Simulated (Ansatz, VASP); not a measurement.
**One calculation of Cd, two programs**

INCAR

```
SYSTEM = Cd
  PREC = Accurate
  ENCUT = 600
  EDIFF = 1E-6
  ISMEAR = -1
  SIGMA = 0.05
  LREAL = .FALSE.
  LASPH = .TRUE.
  NELM = 60
  ALGO = Normal
  ISIF = 3
  LWAVE = .FALSE.
  LCHARG = .FALSE.
  GGA = PS
  IBRION = 2
  NSW = 100
  EDIFFG = -0.002
```

The input KPOINTS:

```
regular mesh
0
G
  14 14 6
  0 0 0
```

The input POSCAR:

```
Cd
1.0
    2.9788700000      0.0000000000      0.0000000000
   -1.4894350000      2.5797770946      0.0000000000
    0.0000000000      0.0000000000      5.6176500000
Cd
2
Direct
    0.3333333333      0.6666666667      0.2500000000
    0.6666666667      0.3333333333      0.7500000000
```

Input for Ansatz:

```yaml
crystal:
  lattice:
    - [2.97887000001, 0.0, 0.0]
    - [-1.48943500001, 2.57977709458, 0.0]
    - [0.0, 0.0, 5.61765]
  atoms:
    - { symbol: Cd, position: [0.333333333333, 0.666666666667, 0.25] }
    - { symbol: Cd, position: [0.666666666667, 0.333333333333, 0.75] }
kpoints:
  mp_grid: { grid: [14, 14, 6] }
scf:
  occupations: { method: fermi_dirac, width: 0.05 }
hamiltonian:
  xc: pbesol
  pseudopotentials: { kind: paw }
relax:
  f_tol: 0.002
  max_steps: 80
  cell: {}
output:
  forces: true
  stress: true
```

Alike in both runs: task relaxation of cell and atoms; functional PBEsol; k mesh 14 × 14 × 6; occupations fermi-dirac, width 0.05 eV; no spin polarisation.

|  | VASP | Ansatz |
| --- | --- | --- |
| version | VASP 6.6.1 | Ansatz 0.2.0 |
| potentials or method | VASP PAW PBE potentials, release 64 (Cd) | PAW with Ansatz's default frozen-core files, scalar-relativistic |
| plane-wave cutoff (eV) | 600 | 420 |
| valence electrons in the cell | 24 | 40 |

Ansatz gave:

```
relaxed volume (Å³/atom)                                     : 21.29
relaxed cell length with the largest relative difference (Å) : 2.930
```

Question: Which values does VASP return?

Answer: Relaxed volume (Å³/atom): 21.37; relaxed cell length with the largest relative difference (Å): 2.936.

VASP's potentials were made for PBE, not for PBEsol. VASP's potentials hold 24 valence electrons a cell and Ansatz's 40, so a difference there can come from the potentials and not from the codes.
